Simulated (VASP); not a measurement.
# ZnS (P6_3mc) in VASP: notebook

The runs below take ZnS through single point, with PBEsol.

Everything below comes from runs of VASP 6.6.1. Logs are shortened: lines on timing, memory, paths and dates and some standing lists are left out, and cuts for length are marked.

## Step 1: The cell of the first run

It takes space group P6_3mc (No. 186, hexagonal). Conventional cell: a = 3.892 Å, b = 3.892 Å, c = 17.570 Å, α = 90.00°, β = 90.00°, γ = 120.00°. Zn (site symmetry 3m) has 4 S at 2.20 to 2.36 Å within 2.9 Å. Within 2.6 Å of Zn (site symmetry 3m) lie 4 S at 1.93 to 2.46 Å. Within 2.9 Å of Zn (site symmetry 3m) lie 4 S at 2.19 to 2.36 Å. Within 2.9 Å of S (site symmetry 3m) lie 4 Zn at 2.20 to 2.46 Å. Within 2.6 Å of S (site symmetry 3m) lie 4 Zn at 1.93 to 2.36 Å. S (site symmetry 3m) has 4 Zn at 2.19 to 2.36 Å within 2.9 Å.

## Step 2: Single point, PBEsol

Contents of INCAR:

```
ALGO = Normal ; EDIFF = 1E-6
ENCUT = 520 ; GGA = PS
ISIF = 2 ; ISMEAR = 0
LASPH = True ; LCHARG = False
LREAL = False ; LWAVE = False
NBANDS = 66 ; NELM = 80
PREC = Accurate ; SIGMA = 0.05
```

Contents of KPOINTS:

```
k-points
0
Gamma
  9 9 2
```

Contents of POSCAR:

```
ZnS
1.0
    3.8919133123      0.0000000000      0.0000000000
   -1.9459566561      3.3704957978      0.0000000000
    0.0000000000      0.0000000000     17.5704318396
Zn S
6 6
Direct
    0.0000000000      0.0000000000      0.0000277175
    0.0000000000      0.0000000000      0.5000277175
    0.3333333333      0.6666666667      0.1817880780
    0.6666666667      0.3333333333      0.6817880780
    0.6666666667      0.3333333333      0.3332753580
    0.3333333333      0.6666666667      0.8332753580
    0.0000000000      0.0000000000      0.1251125986
    0.0000000000      0.0000000000      0.6251125986
    0.3333333333      0.6666666667      0.2916367831
    0.6666666667      0.3333333333      0.7916367831
    0.6666666667      0.3333333333      0.4581259436
    0.3333333333      0.6666666667      0.9581259436
```

Potentials or basis: VASP PAW PBE potentials, release 64 (Zn, S).

Started as:

```
$ cat potpaw_PBE.64/Zn/POTCAR potpaw_PBE.64/S/POTCAR > POTCAR
$ mpirun -np 1 vasp_std > vasp.out
```

OUTCAR:

```text
EDIFF = 1E-6
   ENCUT = 520
   GGA = PS
   ISIF = 2
   ISMEAR = 0
   LASPH = True
   LREAL = False
   NELM = 80
   PREC = Accurate

 ion  position               nearest neighbor table
   1  0.000  0.000  0.000-   7 2.20  12 2.36  12 2.36  12 2.36
   2  0.000  0.000  0.500-   8 2.20  11 2.36  11 2.36  11 2.36
   3  0.333  0.667  0.182-   9 1.93   7 2.46   7 2.46   7 2.46
   4  0.667  0.333  0.682-  10 1.93   8 2.46   8 2.46   8 2.46
   5  0.667  0.333  0.333-  11 2.19   9 2.36   9 2.36   9 2.36
   6  0.333  0.667  0.833-  12 2.19  10 2.36  10 2.36  10 2.36
   7  0.000  0.000  0.125-   1 2.20   3 2.46   3 2.46   3 2.46
   8  0.000  0.000  0.625-   2 2.20   4 2.46   4 2.46   4 2.46
   9  0.333  0.667  0.292-   3 1.93   5 2.36   5 2.36   5 2.36
  10  0.667  0.333  0.792-   4 1.93   6 2.36   6 2.36   6 2.36
  11  0.667  0.333  0.458-   5 2.19   2 2.36   2 2.36   2 2.36
  12  0.333  0.667  0.958-   6 2.19   1 2.36   1 2.36   1 2.36

  LATTYP: Found a hexagonal cell.
 ALAT       =     3.8919133123
 C/A-ratio  =     4.5146000000

  Lattice vectors:

 A1 = (   3.8919133123,   0.0000000000,   0.0000000000)
 A2 = (  -1.9459566561,   3.3704957978,   0.0000000000)
 A3 = (   0.0000000000,   0.0000000000,  17.5704318396)

Analysis of symmetry for initial positions (statically):
=====================================================================
 Subroutine PRICEL returns:
 Original cell was already a primitive cell.

 Routine SETGRP: Setting up the symmetry group for a
 hexagonal supercell.

 Subroutine GETGRP returns: Found 12 space group operations
 (whereof  6 operations were pure point group operations)
 out of a pool of 24 trial point group operations.

The static configuration has the point symmetry C_3v.
 The point group associated with its full space group is C_6v.

Analysis of symmetry for dynamics (positions and initial velocities):
=====================================================================
 Subroutine PRICEL returns:
 Original cell was already a primitive cell.

 Routine SETGRP: Setting up the symmetry group for a
 hexagonal supercell.

 Subroutine GETGRP returns: Found 12 space group operations
 (whereof  6 operations were pure point group operations)
 out of a pool of 24 trial point group operations.

The dynamic configuration has the point symmetry C_3v.
 The point group associated with its full space group is C_6v.

 Subroutine INISYM returns: Found 12 space group operations
 (whereof  6 operations are pure point group operations),
 and found     1 'primitive' translations

----------------------------------------------------------------------------------------

                                     Primitive cell

  volume of cell :     230.4833

  direct lattice vectors                    reciprocal lattice vectors
     3.891913312  0.000000000  0.000000000     0.256943030  0.148346128  0.000000000
    -1.945956656  3.370495798  0.000000000     0.000000000  0.296692255  0.000000000
     0.000000000  0.000000000 17.570431840     0.000000000  0.000000000  0.056913798

  length of vectors
     3.891913312  3.891913312 17.570431840     0.296692255  0.296692255  0.056913798

  position of ions in fractional coordinates (direct lattice)
     0.000000000  0.000000000  0.000027717
     0.000000000  0.000000000  0.500027717
     0.333333333  0.666666667  0.181788078
     0.666666667  0.333333333  0.681788078
     0.666666667  0.333333333  0.333275358
     0.333333333  0.666666667  0.833275358
     0.000000000  0.000000000  0.125112599
     0.000000000  0.000000000  0.625112599
     0.333333333  0.666666667  0.291636783
     0.666666667  0.333333333  0.791636783
     0.666666667  0.333333333  0.458125944
     0.333333333  0.666666667  0.958125944

  ion indices of the primitive-cell ions
   primitive index   ion index
                 1           1
                 2           2
                 3           3
                 4           4
                 5           5
                 6           6
                 7           7
                 8           8
                 9           9
                10          10
                11          11
                12          12

----------------------------------------------------------------------------------------

 KPOINTS: k-points

Automatic generation of k-mesh.
 Grid dimensions read from file:
 generate k-points for:    9    9    2

 Generating k-lattice:

  Cartesian coordinates                     Fractional coordinates (reciprocal lattice)
     0.028549226  0.016482903  0.000000000     0.111111111  0.000000000  0.000000000
     0.000000000  0.032965806  0.000000000     0.000000000  0.111111111  0.000000000
     0.000000000  0.000000000  0.028456899     0.000000000  0.000000000  0.500000000

  Length of vectors
     0.032965806  0.032965806  0.028456899

  Shift w.r.t. Gamma in fractional coordinates (k-lattice)
     0.000000000  0.000000000  0.000000000

 Subroutine IBZKPT returns following result:
 ===========================================

 Found     24 irreducible k-points:

 Following reciprocal coordinates:
            Coordinates               Weight
  0.000000  0.000000  0.000000      1.000000
  0.111111 -0.000000  0.000000      6.000000
  0.222222 -0.000000  0.000000      6.000000
  0.333333  0.000000  0.000000      6.000000
  0.444444 -0.000000  0.000000      6.000000
  0.111111  0.111111  0.000000      6.000000
[... 16 lines left out ...]
  0.333333  0.222222  0.500000     12.000000
  0.333333  0.333333  0.500000      2.000000
   k-points           NKPTS =     24   k-points in BZ     NKDIM =     24   number of bands    NBANDS=     66
   number of dos      NEDOS =    301   number of ions     NIONS =     12
   total plane-waves  NPLWV = 126000
   dimension x,y,z NGX =    30 NGY =   30 NGZ =  140
   dimension x,y,z NGXF=    60 NGYF=   60 NGZF=  280
   ions per type =               6   6
   NGX,Y,Z   is equivalent  to a cutoff of  12.81, 12.81, 13.25 a.u.
   NGXF,Y,Z  is equivalent  to a cutoff of  25.63, 25.63, 26.49 a.u.
 SYSTEM =  unknown system
   PREC   = accura    normal or accurate (medium, high low for compatibility)
   ISTART =      0    job   : 0-new  1-cont  2-samecut
   ICHARG =      2    charge: 1-file 2-atom 10-const
   ISPIN  =      1    spin polarized calculation?
   LNONCOLLINEAR =      F non collinear calculations
   LSORBIT =      F    spin-orbit coupling
   LASPH  =      T    aspherical Exc in radial PAW
   ENCUT  =  520.0 eV  38.22 Ry    6.18 a.u.   7.24  7.24 32.67*2*pi/ulx,y,z
   NELM   =     80;   NELMIN=  2; NELMDL= -5     # of ELM steps
   EDIFF  = 0.1E-05   stopping-criterion for ELM
   LREAL  =      F    real-space projection
   EDIFFG = 0.1E-04   stopping-criterion for IOM
   NSW    =      0    number of steps for IOM
   IBRION =     -1    ionic relax: 0-MD 1-quasi-New 2-CG
   NFREE  =      0    steps in history (QN), initial steepest desc. (CG)
   ISIF   =      2    stress and relaxation
   ISYM   =      2    0-nonsym 1-usesym 2-fastsym
   POTIM  = 0.5000    time-step for ionic-motion
   TEBEG  =    0.0;   TEEND  =   0.0 temperature during run
   PSTRESS=    0.0 pullay stress
   NELECT =     108.0000    total number of electrons
   NUPDOWN=      -1.0000    fix difference up-down
   EMIN   =  10.00;   EMAX   =-10.00  energy-range for DOS
   EFERMI =   0.00;   METHOD = LEGACY
   ISMEAR =     0;   SIGMA  =   0.05  broadening in eV -4-tet -1-fermi 0-gaus
   EFERMI_NEDOS =   21; number of points for ismear=-14 and -15
   IALGO  =     38    algorithm
   IMIX   =      4    mixing-type and parameters
     AMIX     =   0.40;   BMIX     =  1.00
     AMIX_MAG =   1.60;   BMIX_MAG =  1.00
  volume/ion in A,a.u.               =      19.21       129.61
  Fermi-wavevector in a.u.,A,eV,Ry     =   1.271558  2.402897 21.998724  1.616861
  Thomas-Fermi vector in A             =   2.404485
   LORBIT       =      0    0 simple, 1 ext, 2 COOP (PROOUT), +10 PAW based schemes
   GGA     = PS    functional components
   LHFCALC =     F    Hartree Fock is set to
   AEXX    =    0.0000 exact exchange contribution
   IVDW    =     0    specifies the selected vdW correction
   LEPSILON=     F    determine dielectric tensor
   LRPA    =     F    only Hartree local field effects (RPA)
 non-spin polarized calculation
 Gauss-broadening in eV      SIGMA  =   0.05
  energy-cutoff  :      520.00
  volume of cell :      230.48
 maximum number of plane-waves:      6240
 NGX is ok and might be reduce to    30

 number of electron     107.9999973 magnetization

 Free energy of the ion-electron system (eV)
  ---------------------------------------------------
  ext. energy  EPLUGINS =         0.00000000
  ---------------------------------------------------
  free energy    TOTEN  =       -43.31751352 eV

  energy without entropy =      -43.31751352  energy(sigma->0) =      -43.31751352

 E-fermi :   2.6125     XC(G=0):  -9.9593

 val. band max:        2.3702730113   @ k =   0.0000   0.0000   0.0000
 cond. band min:       4.2284941204   @ k =   0.0000   0.0000   0.0000
 fundamental gap:      1.8582211090
 Fermi energy:         2.6124560963

 k-point     1 :       0.0000    0.0000    0.0000
  band No.  band energies     occupation
      1     -11.5359      2.00000
      2     -11.4937      2.00000
      3     -10.6658      2.00000
      4     -10.5282      2.00000
      5      -9.7847      2.00000
      6      -9.6748      2.00000
[... 58 lines left out ...]
     65       8.6332      0.00000
     66       8.7194      0.00000

 k-point     2 :       0.1111   -0.0000    0.0000
  band No.  band energies     occupation
      1     -11.4689      2.00000
      2     -11.4304      2.00000
      3     -10.5990      2.00000
      4     -10.4742      2.00000
      5      -9.7355      2.00000
      6      -9.6374      2.00000
[... 1576 lines left out ...]
     65       8.8675      0.00000
     66       8.8675      0.00000

------------------------ aborting loop because EDIFF is reached ----------------------------------------

  FORCE on cell =-STRESS in cart. coord.  units (eV):
  Direction    XX          YY          ZZ          XY          YZ          ZX
  --------------------------------------------------------------------------------------
  -------------------------------------------------------------------------------------
  Total       -5.9095861     -5.9095861     30.5345768     -0.0000000      0.0000000      0.0000000
  in kB      -41.0797946    -41.0797946    212.2575291     -0.0000000      0.0000000      0.0000000
  external PRESSURE =      43.3659800 kB  Pullay stress =       0.0000000 kB

 VOLUME and BASIS-vectors are now :
 -----------------------------------------------------------------------------
  energy-cutoff  :      520.00
  volume of cell :      230.48
      direct lattice vectors                 reciprocal lattice vectors
     3.891913312  0.000000000  0.000000000     0.256943030  0.148346128  0.000000000
    -1.945956656  3.370495798  0.000000000     0.000000000  0.296692255  0.000000000
     0.000000000  0.000000000 17.570431840     0.000000000  0.000000000  0.056913798

 POSITION                                       TOTAL-FORCE (eV/Angst)
 -----------------------------------------------------------------------------------
      0.00000      0.00000      0.00049        -0.000000      0.000000     -0.534883
      0.00000      0.00000      8.78570        -0.000000     -0.000000     -0.534883
     -0.00000      2.24700      3.19410        -0.000000     -0.000000     -6.408838
      1.94596      1.12350     11.97931        -0.000000      0.000000     -6.408838
      1.94596      1.12350      5.85579         0.000000      0.000000     -0.503598
     -0.00000      2.24700     14.64101         0.000000     -0.000000     -0.503598
      0.00000      0.00000      2.19828         0.000000     -0.000000      1.401794
      0.00000      0.00000     10.98350        -0.000000      0.000000      1.401794
     -0.00000      2.24700      5.12418        -0.000000      0.000000      5.398960
      1.94596      1.12350     13.90940         0.000000     -0.000000      5.398960
      1.94596      1.12350      8.04947         0.000000      0.000000      0.646565
     -0.00000      2.24700     16.83469        -0.000000     -0.000000      0.646565
 -----------------------------------------------------------------------------------
    total drift:                               -0.000001     -0.000002      0.001605

  FREE ENERGIE OF THE ION-ELECTRON SYSTEM (eV)
  ---------------------------------------------------
  free  energy   TOTEN  =       -43.3175135162 eV

  energy  without entropy=      -43.3175135162  energy(sigma->0) =      -43.31751352
```

Wall time 7.5 min (1 thread of Intel Xeon Platinum 8488C (Sapphire Rapids), shared host); peak memory 0.49 GiB.

What came out:

| Item | Value |
| --- | --- |
| Free energy | -43.3175 eV |
| Pressure | 4.3 GPa |
| Largest force | 6.409 eV/Å |
| Band gap on the k mesh | 1.86 eV |

Forces on the atoms (eV/Å):
```
Zn   0.000  0.000 -0.535
Zn   0.000  0.000 -0.535
Zn   0.000  0.000 -6.409
Zn   0.000  0.000 -6.409
Zn   0.000  0.000 -0.504
Zn   0.000  0.000 -0.504
S    0.000  0.000  1.402
S    0.000  0.000  1.402
S    0.000  0.000  5.399
S    0.000  0.000  5.399
S    0.000  0.000  0.647
S    0.000  0.000  0.647
```

Caveat: the stress differs along the axes, from -4 to 21 GPa; the PAW data sets were made with another functional, which shifts forces and pressure a little. A k mesh can miss the band edges.

## Step 3: Single point, PBEsol

This run uses another cell than the first one, of the same volume but with other edges.

Contents of INCAR:

```
ALGO = Normal ; EDIFF = 1E-6
ENCUT = 520 ; GGA = PS
ISIF = 2 ; ISMEAR = 0
LASPH = True ; LCHARG = True
LELF = True ; LREAL = False
LVHAR = True ; LWAVE = False
NBANDS = 66 ; NELM = 80
PREC = Accurate ; SIGMA = 0.05
```

KPOINTS is that of step 2.

Contents of POSCAR:

```
ZnS
1.0
    3.7521540119      0.0000000000      0.0000000000
   -1.8760770060      3.2494606933      0.0000000000
    0.0000000000      0.0000000000     18.9037271276
Zn S
6 6
Direct
    0.0000000000      0.0000000000      0.0000277175
    0.0000000000      0.0000000000      0.5000277175
    0.3333333333      0.6666666667      0.1718122200
    0.6666666667      0.3333333333      0.6718122200
    0.6666666667      0.3333333333      0.3332753580
    0.3333333333      0.6666666667      0.8332753580
    0.0000000000      0.0000000000      0.1251125986
    0.0000000000      0.0000000000      0.6251125986
    0.3333333333      0.6666666667      0.2916367831
    0.6666666667      0.3333333333      0.7916367831
    0.6666666667      0.3333333333      0.4581259436
    0.3333333333      0.6666666667      0.9581259436
```

Potentials or basis: VASP PAW PBE potentials, release 64 (Zn, S).

Started as:

```
$ cat potpaw_PBE.64/Zn/POTCAR potpaw_PBE.64/S/POTCAR > POTCAR
$ mpirun -np 1 vasp_std > vasp.out
```

Run time: 5.6 min. Hardware: 1 thread of Intel Xeon Platinum 8488C (Sapphire Rapids), shared host; peak memory 0.48 GiB.

Results (log left out):

```yaml
Free_energy: -45.4319 eV
Pressure: 0.2 GPa
Largest_force: 0.678 eV/Å
Band_gap_on_the_k_mesh: 1.99 eV
```

Forces in eV/Å, atoms in the order of the input:
```
Zn   0.000  0.000  0.275
Zn   0.000  0.000  0.275
Zn   0.000  0.000 -0.678
Zn   0.000  0.000 -0.678
Zn   0.000  0.000  0.287
Zn   0.000  0.000  0.287
S    0.000  0.000  0.086
S    0.000  0.000  0.086
S    0.000  0.000  0.277
S    0.000  0.000  0.277
S    0.000  0.000 -0.247
S    0.000  0.000 -0.247
```

Stress tensor (GPa, compression positive):
```
 0.98  0.00  0.00
 0.00  0.98  0.00
 0.00  0.00 -1.44
```

Levels at points of the mesh, in eV from the valence-band top:
```csv
k point,band 52,band 53,band 54,band 55,band 56,band 57
"(0.00, 0.00, 0.00)",-0.15,0.00,0.00,1.99,3.07,3.25
"(0.00, 0.00, 0.50)",-0.06,-0.06,-0.06,2.50,2.50,3.31
```

Caveat: the PAW data sets were made with another functional, which shifts forces and pressure a little.
